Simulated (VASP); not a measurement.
# Sn8O15 (a cell with a defect) in VASP: further runs, part 2 of 2

VASP 6.6.1. The steps go on from the part before.

## Step 3: Single point, PBEsol

Input file INCAR:

```
PREC = Accurate ; ENCUT = 520
EDIFF = 1E-7 ; ISMEAR = -1
SIGMA = 0.05 ; LREAL = Auto
LASPH = T ; NELM = 80
ALGO = Normal ; ISIF = 2
LWAVE = F ; LCHARG = T
GGA = PS ; LELF = T
LVHAR = T ; NBANDS = 118
NELECT = 200.0
```

Input file KPOINTS:

```
Automatic mesh
0
Gamma
  2 2 2
```

Input file POSCAR:

```
Sn8O15
1.0
   -4.7880040000     -4.8665820000      0.0000000000
    4.7880040000     -4.8665820000      0.0000000000
    0.0000000000      0.0000000000      6.4817960000
Sn O
8 15
Direct
    0.0005384683      0.4993931059      0.2509532852
    0.5046555731      0.4980194049     -0.0003770560
    0.0005250309      0.4994024336      0.7483382692
    0.5017412569      0.4980768907      0.4996448515
    0.4811434066     -0.0014812947      0.2307656705
   -0.0167408925     -0.0001859773     -0.0003565370
    0.4811085937     -0.0014799755      0.7685157015
    0.0346892945     -0.0007352791      0.4996391432
    0.1965228210      0.4967487606     -0.0003478974
   -0.0069727774      0.8109429971      0.2566949037
    0.9906617329      0.1882219271      0.2565452538
    0.8100391529      0.5010859858     -0.0003610111
    0.1958195061      0.4960897230      0.4996402232
   -0.0068894886      0.8109414906      0.7425994277
    0.9907506119      0.1882207894      0.7427446035
    0.8067520868      0.5027055572      0.4996488628
    0.6827302220      0.9948122503     -0.0003853870
    0.5096167672      0.2987489400      0.2519445228
    0.5026100854      0.6969852363      0.2516308751
    0.2868959508      0.0014427641     -0.0003420348
    0.5095899717      0.2987451186      0.7473407062
    0.5025827980      0.6969909480      0.7476475656
    0.3359868262      0.0014290439      0.4996255667
```

Potentials or basis: VASP PAW PBE potentials, release 64 (Sn_d, O).

Launch:

```console
$ cat potpaw_PBE.64/Sn_d/POTCAR potpaw_PBE.64/O/POTCAR > POTCAR
$ mpirun -np 1 vasp_std > vasp.out
```

OUTCAR:

```text
PREC = Accurate
   ENCUT = 520
   EDIFF = 1E-7
   ISMEAR = -1
   LREAL = Auto
   LASPH = T
   NELM = 80
   ISIF = 2
   GGA = PS
   NELECT = 200.0

 ion  position               nearest neighbor table
   1  0.001  0.499  0.251-  12 2.08  16 2.09  13 2.09   9 2.11  11 2.13  10 2.13   3 3.22   3 3.26
                             2 3.76
   2  0.505  0.498  1.000-  12 2.09   9 2.10  22 2.12  19 2.12  21 2.13  18 2.13   4 3.24   4 3.24
                             7 3.73   5 3.73   7 3.73   5 3.73   3 3.76   1 3.76
   3  0.001  0.499  0.748-  12 2.08  16 2.09  13 2.09   9 2.11  15 2.13  14 2.13   1 3.22   1 3.26
                             2 3.76
   4  0.502  0.498  0.500-  16 2.08  13 2.09  22 2.10  19 2.10  21 2.10  18 2.10   2 3.24   2 3.24

   5  0.481  0.999  0.231-  20 2.00  23 2.00  17 2.03  19 2.07  18 2.07   7 3.00   7 3.49   8 3.51
                             6 3.71   2 3.73   2 3.73   6 3.74
   6  0.983  1.000  1.000-  17 2.05  20 2.07  11 2.11  15 2.11  14 2.11  10 2.11   8 3.26   8 3.26
                             7 3.71   5 3.71   5 3.74   7 3.74
   7  0.481  0.999  0.769-  20 2.00  23 2.00  17 2.03  22 2.07  21 2.07   5 3.00   5 3.49   8 3.51
                             6 3.71   2 3.73   2 3.73   6 3.74
   8  0.035  0.999  0.500-  15 2.06  11 2.06  10 2.06  14 2.06  23 2.06   6 3.26   6 3.26   7 3.51
                             5 3.51
   9  0.197  0.497  1.000-   2 2.10   1 2.11   3 2.11
  10  0.993  0.811  0.257-   8 2.06   6 2.11   1 2.13
  11  0.991  0.188  0.257-   8 2.06   6 2.11   1 2.13
  12  0.810  0.501  1.000-   3 2.08   1 2.08   2 2.09
  13  0.196  0.496  0.500-   4 2.09   1 2.09   3 2.09
  14  0.993  0.811  0.743-   8 2.06   6 2.11   3 2.13
  15  0.991  0.188  0.743-   8 2.06   6 2.11   3 2.13
  16  0.807  0.503  0.500-   4 2.08   3 2.09   1 2.09
  17  0.683  0.995  1.000-   7 2.03   5 2.03   6 2.05
  18  0.510  0.299  0.252-   5 2.07   4 2.10   2 2.13
  19  0.503  0.697  0.252-   5 2.07   4 2.10   2 2.12
  20  0.287  0.001  1.000-   5 2.00   7 2.00   6 2.07
  21  0.510  0.299  0.747-   7 2.07   4 2.10   2 2.13
  22  0.503  0.697  0.748-   7 2.07   4 2.10   2 2.12
  23  0.336  0.001  0.500-   5 2.00   7 2.00   8 2.06

  LATTYP: Found a base centered orthorhombic cell.
 ALAT       =     9.5760080000
[... 187 lines left out ...]
   AEXX    =    0.0000 exact exchange contribution
   IVDW    =     0    specifies the selected vdW correction
   LEPSILON=     F    determine dielectric tensor
   LRPA    =     F    only Hartree local field effects (RPA)
 non-spin polarized calculation
  energy-cutoff  :      520.00
  volume of cell :      302.07
 maximum number of plane-waves:      8156
 NGX is ok and might be reduce to    54
   NGX = 25   NGY = 25   NGZ = 25

 number of electron     200.0000043 magnetization

 Free energy of the ion-electron system (eV)
  ---------------------------------------------------
  ext. energy  EPLUGINS =         0.00000000
  ---------------------------------------------------
  free energy    TOTEN  =      -162.42495049 eV

  energy without entropy =     -162.40756790  energy(sigma->0) =     -162.41625919

 E-fermi :   5.1503     XC(G=0): -10.9511

 val. band max:        5.1097308996   @ k =   0.0000   0.0000   0.0000
 cond. band min:       5.1861126623   @ k =   0.0000   0.0000   0.0000
 fundamental gap:      0.0763817627
 Fermi energy:         5.1502505544

 k-point     1 :       0.0000    0.0000    0.0000
  band No.  band energies     occupation
      1     -16.3191      2.00000
      2     -15.9825      2.00000
      3     -15.5717      2.00000
      4     -15.5654      2.00000
      5     -15.4629      2.00000
      6     -15.4140      2.00000
[... 909 lines left out ...]
    111      12.7863      0.00000
    112      13.0169      0.00000
 [bands above 112 left out]

------------------------ aborting loop because EDIFF is reached ----------------------------------------

  FORCE on cell =-STRESS in cart. coord.  units (eV):
  Direction    XX          YY          ZZ          XY          YZ          ZX
  --------------------------------------------------------------------------------------
  -------------------------------------------------------------------------------------
  Total      -31.9886868    -33.3019809    -25.9620969      5.8925386     -0.0046653     -0.0071775
  in kB     -169.6692306   -176.6349932   -137.7039648     31.2542524     -0.0247451     -0.0380699
  external PRESSURE =    -161.3360628 kB  Pullay stress =       0.0000000 kB

 VOLUME and BASIS-vectors are now :
 -----------------------------------------------------------------------------
  energy-cutoff  :      520.00
  volume of cell :      302.07
      direct lattice vectors                 reciprocal lattice vectors
    -4.788004000 -4.866582000  0.000000000    -0.104427649 -0.102741513  0.000000000
     4.788004000 -4.866582000  0.000000000     0.104427649 -0.102741513  0.000000000
     0.000000000  0.000000000  6.481796000     0.000000000  0.000000000  0.154278228

 POSITION                                       TOTAL-FORCE (eV/Angst)
 -----------------------------------------------------------------------------------
      2.38852     -2.43296      1.62663         0.000770      0.002960     -0.008703
     -0.03177     -4.87960      6.47935         0.005899     -0.003773      0.006615
      2.38863     -2.43294      4.85058         0.005890      0.000884      0.004069
     -0.01755     -4.86570      3.23860        -0.013294     -0.004904     -0.003261
      2.47719     -7.20090      1.49578        -0.005455     -0.007144      0.016047
      0.07927     -9.65079      6.47948        -0.009799     -0.004065      0.002662
[... 15 lines left out ...]
      0.93083     -5.83782      4.84610        -0.004746     -0.002805     -0.007128
     -1.60186     -1.64206      3.23847         0.004186      0.003066      0.001730
 -----------------------------------------------------------------------------------
    total drift:                               -0.019648      0.013382     -0.012102

  FREE ENERGIE OF THE ION-ELECTRON SYSTEM (eV)
  ---------------------------------------------------
  free  energy   TOTEN  =      -162.4249504895 eV

  energy  without entropy=     -162.4075678999  energy(sigma->0) =     -162.41625919
```

OSZICAR:

```text
N       E                     dE             d eps       ncg     rms          rms(c)
DAV:   1     0.366451046708E+04    0.36645E+04   -0.85290E+04  2126   0.265E+03
DAV:   2     0.786778070151E+03   -0.28777E+04   -0.27509E+04  1888   0.850E+02
DAV:   3    -0.760176479141E+02   -0.86280E+03   -0.82779E+03  2054   0.323E+02
[... 11 lines left out ...]
DAV:  15    -0.162424950264E+03   -0.73005E-05   -0.21503E-05  2288   0.245E-02    0.486E-03
DAV:  16    -0.162424950771E+03   -0.50660E-06   -0.36976E-06  2168   0.930E-03    0.190E-03
DAV:  17    -0.162424950780E+03   -0.93860E-08   -0.13051E-06  2152   0.464E-03    0.210E-03
DAV:  18    -0.162424950556E+03    0.22439E-06   -0.21994E-07  1600   0.207E-03    0.123E-03
DAV:  19    -0.162424950489E+03    0.66051E-07   -0.94589E-08  1352   0.155E-03
   1 F= -.16242495E+03 E0= -.16241626E+03  d E =-.173826E-01
```

Run time: 4 min. Hardware: 1 thread of Intel Xeon 6975P-C (Granite Rapids), shared host; peak memory 0.45 GiB.

Results:

| Property | Result |
| --- | --- |
| Free energy | -162.4250 eV |
| Largest force | 0.055 eV/Å |

Forces on the atoms (eV/Å):
```
Sn   0.001  0.003 -0.009
Sn   0.006 -0.004  0.007
Sn   0.006  0.001  0.004
Sn  -0.013 -0.005 -0.003
Sn  -0.005 -0.007  0.016
Sn  -0.010 -0.004  0.003
Sn  -0.006 -0.009 -0.022
Sn   0.010  0.008 -0.002
O   -0.007 -0.008  0.000
O   -0.018  0.024 -0.002
O    0.025 -0.017 -0.005
O    0.011  0.012  0.001
O   -0.012 -0.014  0.000
O   -0.018  0.024  0.002
O    0.027 -0.016  0.006
O    0.014  0.014 -0.003
O   -0.035 -0.037  0.001
O   -0.004  0.000  0.009
O   -0.004 -0.002  0.008
O    0.039  0.039  0.001
O   -0.004 -0.002 -0.006
O   -0.005 -0.003 -0.007
O    0.004  0.003  0.002
```

Levels at points of the mesh, in eV from the Fermi level:
| k point | band 98 | band 99 | band 100 | band 101 | band 102 | band 103 |
| --- | --- | --- | --- | --- | --- | --- |
| (0.00, 0.00, 0.00) | -0.68 | -0.63 | -0.04 | 0.04 | 3.24 | 3.62 |
| (0.50, 0.00, 0.00) | -0.68 | -0.36 | -0.31 | 1.63 | 2.25 | 3.82 |
| (0.00, 0.50, 0.00) | -0.80 | -0.65 | -0.26 | 1.86 | 2.70 | 3.66 |
| (0.50, 0.50, 0.00) | -0.58 | -0.56 | -0.47 | 2.22 | 2.91 | 3.82 |
| (0.00, 0.00, 0.50) | -0.56 | -0.34 | -0.29 | 2.10 | 2.43 | 3.71 |
| (0.50, 0.00, 0.50) | -0.39 | -0.37 | -0.28 | 2.20 | 2.71 | 3.26 |
| (0.00, 0.50, 0.50) | -0.53 | -0.42 | -0.30 | 2.52 | 3.39 | 3.90 |
| (0.50, 0.50, 0.50) | -0.61 | -0.56 | -0.54 | 2.79 | 3.53 | 3.57 |

Caveat: the k points lie up to 0.48 Å⁻¹ apart; the cell carries a net charge on a neutralising background, which shifts energy and pressure; the cell is charged against a uniform background, so pressure and absolute levels hang on convention; the PAW data sets were made with another functional, which shifts forces and pressure a little; spin-orbit coupling is left out, which moves the levels of the heavy elements.

## Step 4: Single point, PBEsol

Input file INCAR:

```
PREC     = Accurate       # precision mode
ENCUT    = 520            # plane-wave cutoff, eV
EDIFF    = 1E-6           # SCF threshold, eV
ISMEAR   = -1             # smearing method
SIGMA    = 0.05           # smearing width, eV
LREAL    = Auto         
LASPH    = True           # aspherical terms in the spheres
NELM     = 100            # most SCF steps
ALGO     = Normal         # electronic algorithm
ISIF     = 2              # what is computed and relaxed
LWAVE    = False          # write WAVECAR
LCHARG   = False          # write CHGCAR
GGA      = PS             # functional
NBANDS   = 118            # bands
NELECT   = 200.0
```

KPOINTS is that of step 3.

Input file POSCAR:

```
Sn8O15
1.0
   -4.7880040000     -4.8665820000      0.0000000000
    4.7880040000     -4.8665820000      0.0000000000
    0.0000000000      0.0000000000      6.4817960000
Sn O
8 15
Direct
    0.0005384298      0.4993931128      0.2509532118
    0.5046554841      0.4980194094     -0.0003771084
    0.0005250554      0.4994023576      0.7483382232
    0.5017413005      0.4980769397      0.4996447925
    0.4811434285     -0.0014813746      0.2307657063
   -0.0167408946     -0.0001860417     -0.0003565273
    0.4811086303     -0.0014799270      0.7685157284
    0.0346892919     -0.0007353680      0.4996391826
    0.1965228289      0.4967486760     -0.0003479482
   -0.0069727911      0.8109430340      0.2566948658
    0.9906617447      0.1882218737      0.2565452845
    0.8100391415      0.5010859331     -0.0003610457
    0.1958195376      0.4960897754      0.4996402884
   -0.0068895745      0.8109414705      0.7425994451
    0.9907506862      0.1882208033      0.7427446122
    0.8067520898      0.5027055802      0.4996488213
    0.6827302578      0.9948122272     -0.0003854429
    0.5096167655      0.2987489100      0.2519445765
    0.5026101496      0.6969852493      0.2516308143
    0.2868959620      0.0014427133     -0.0003420410
    0.5095899596      0.2987450657      0.7473406642
    0.5025827654      0.6969908776      0.7476474978
    0.3359868512      0.0014290025      0.4996254986
```

Launch:

```console
$ cat potpaw_PBE.64/Sn_d/POTCAR potpaw_PBE.64/O/POTCAR > POTCAR
$ mpirun -np 1 vasp_std > vasp.out
```

It took 9 min on 1 thread of Oxide Virtual Turin-like, shared host; peak memory 0.41 GiB.

Results (log left out):

```
Free energy   : -162.4250 eV
Largest force : 0.055 eV/Å
```

Forces in eV/Å, atoms in the order of the input:
```
Sn   0.001  0.003 -0.009
Sn   0.006 -0.004  0.007
Sn   0.006  0.001  0.004
Sn  -0.013 -0.005 -0.003
Sn  -0.005 -0.007  0.016
Sn  -0.010 -0.004  0.003
Sn  -0.006 -0.009 -0.022
Sn   0.009  0.008 -0.002
O   -0.007 -0.008  0.000
O   -0.018  0.024 -0.002
O    0.025 -0.017 -0.005
O    0.011  0.012  0.001
O   -0.012 -0.014  0.000
O   -0.018  0.024  0.002
O    0.027 -0.016  0.006
O    0.014  0.014 -0.003
O   -0.035 -0.037  0.001
O   -0.004  0.000  0.009
O   -0.004 -0.002  0.008
O    0.039  0.039  0.001
O   -0.004 -0.002 -0.006
O   -0.005 -0.003 -0.007
O    0.004  0.003  0.002
```

Levels at points of the mesh, in eV from the Fermi level:
```csv
k point,band 96,band 97,band 98,band 99,band 100,band 101,band 102,band 103,band 104,band 105
"(0.00, 0.00, 0.00)",-0.75,-0.70,-0.68,-0.63,-0.04,0.04,3.24,3.62,3.70,4.06
"(0.50, 0.00, 0.00)",-0.86,-0.82,-0.68,-0.36,-0.31,1.63,2.25,3.82,3.99,4.53
"(0.00, 0.50, 0.00)",-0.86,-0.81,-0.80,-0.65,-0.26,1.86,2.70,3.66,4.30,4.63
"(0.50, 0.50, 0.00)",-0.70,-0.61,-0.58,-0.56,-0.47,2.22,2.91,3.82,3.96,4.60
"(0.00, 0.00, 0.50)",-0.69,-0.60,-0.56,-0.34,-0.29,2.10,2.43,3.71,4.14,4.18
"(0.50, 0.00, 0.50)",-0.84,-0.40,-0.39,-0.37,-0.28,2.20,2.71,3.26,4.13,4.94
"(0.00, 0.50, 0.50)",-0.72,-0.60,-0.53,-0.42,-0.30,2.52,3.39,3.90,4.00,4.27
"(0.50, 0.50, 0.50)",-0.78,-0.66,-0.61,-0.56,-0.54,2.79,3.53,3.57,4.83,4.92
```

Caveat: the k points lie up to 0.48 Å⁻¹ apart; the cell carries a net charge on a neutralising background, which shifts energy and pressure; the cell is charged against a uniform background, so pressure and absolute levels hang on convention; the PAW data sets were made with another functional, which shifts forces and pressure a little; spin-orbit coupling is left out, which moves the levels of the heavy elements.

## Step 5: Single point, PBEsol

Input file INCAR:

```
SYSTEM = Sn8O15
ALGO = Normal ; EDIFF = 1E-6
ENCUT = 520 ; GGA = PS
ISIF = 2 ; ISMEAR = -1
LASPH = .True. ; LCHARG = .True.
LELF = .True. ; LREAL = Auto
LVHAR = .True. ; LWAVE = .False.
NBANDS = 118 ; NELECT = 200.0
NELM = 60 ; PREC = Accurate
SIGMA = 0.05
```

Input file KPOINTS:

```
k-points
0
Gamma
  2 2 2
  0 0 0
```

Input file POSCAR:

```
Sn8O15
1.0
   -4.7880040000     -4.8665820000      0.0000000000
    4.7880040000     -4.8665820000      0.0000000000
    0.0000000000      0.0000000000      6.4817960000
Sn O
8 15
Direct
   -0.0011060345      0.4988813819      0.2513093692
    0.4948699363      0.5002576746      0.0000000000
   -0.0011060345      0.4988813819      0.7486906308
    0.4977568791      0.5003579801      0.5000000000
    0.5183632458     -0.0001806450      0.2311070276
    0.0162055801     -0.0014850410      0.0000000000
    0.5183632458     -0.0001806450      0.7688929724
   -0.0352731030     -0.0010381172      0.5000000000
    0.1894700961      0.4969059963      0.0000000000
    0.0088558528      0.8100672382      0.2568865609
    1.0061848110      0.1873154969      0.2570472956
    0.8029864143      0.5016478239      0.0000000000
    0.1927437427      0.4953301987      0.5000000000
    0.0088558528      0.8100672382      0.7431134391
    1.0061848110      0.1873154969      0.7429527044
    0.8036604210      0.5023655022      0.5000000000
    0.7125703309      0.9967277511      0.0000000000
    0.4971474058      0.3013404548      0.2520401261
    0.4897617338      0.6995965295      0.2522549744
    0.3167267695      0.0036478984      0.0000000000
    0.4971474058      0.3013404548      0.7479598739
    0.4897617338      0.6995965295      0.7477450256
    0.6634204037     -0.0033520798      0.5000000000
```

Launch:

```console
$ cat potpaw_PBE.64/Sn_d/POTCAR potpaw_PBE.64/O/POTCAR > POTCAR
$ mpirun -np 1 vasp_std > vasp.out
```

Run time: 8.7 min. Hardware: 1 thread of Oxide Virtual Turin-like, shared host; peak memory 0.41 GiB.

It converged, with:

```
Free energy   : -162.4246 eV
Largest force : 0.057 eV/Å
```

Forces in eV/Å, atoms in the order of the input:
```
Sn  -0.010 -0.013 -0.006
Sn   0.015 -0.003  0.000
Sn  -0.010 -0.013  0.006
Sn   0.008  0.004  0.000
Sn   0.011  0.010  0.024
Sn   0.006  0.005  0.000
Sn   0.011  0.010 -0.024
Sn  -0.025 -0.015  0.000
O   -0.009 -0.010  0.000
O   -0.028  0.021 -0.005
O    0.019 -0.025  0.001
O    0.011  0.014  0.000
O   -0.011 -0.014  0.000
O   -0.028  0.021  0.005
O    0.019 -0.025 -0.001
O    0.011  0.016  0.000
O   -0.042 -0.039  0.000
O    0.007  0.006  0.007
O    0.004  0.003  0.008
O    0.034  0.040  0.000
O    0.007  0.006 -0.007
O    0.004  0.003 -0.008
O   -0.006 -0.003  0.000
```

Levels at points of the mesh, in eV from the Fermi level:
```tsv
k point	band 97	band 98	band 99	band 100	band 101	band 102	band 103	band 104
(0.00, 0.00, 0.00)	-0.70	-0.68	-0.63	-0.04	0.04	3.24	3.62	3.70
(0.50, 0.00, 0.00)	-0.82	-0.68	-0.36	-0.31	1.63	2.25	3.82	3.99
(0.00, 0.50, 0.00)	-0.81	-0.80	-0.65	-0.26	1.86	2.70	3.66	4.30
(0.50, 0.50, 0.00)	-0.61	-0.58	-0.56	-0.47	2.23	2.91	3.82	3.96
(0.00, 0.00, 0.50)	-0.60	-0.56	-0.34	-0.29	2.10	2.43	3.71	4.14
(0.50, 0.00, 0.50)	-0.40	-0.39	-0.37	-0.28	2.20	2.71	3.26	4.13
(0.00, 0.50, 0.50)	-0.60	-0.53	-0.42	-0.30	2.52	3.39	3.90	4.00
(0.50, 0.50, 0.50)	-0.66	-0.61	-0.56	-0.54	2.79	3.53	3.57	4.83
```

Caveat: the k points lie up to 0.48 Å⁻¹ apart; the cell carries a net charge on a neutralising background, which shifts energy and pressure; the cell is charged against a uniform background, so pressure and absolute levels hang on convention; the PAW data sets were made with another functional, which shifts forces and pressure a little; spin-orbit coupling is left out, which moves the levels of the heavy elements.
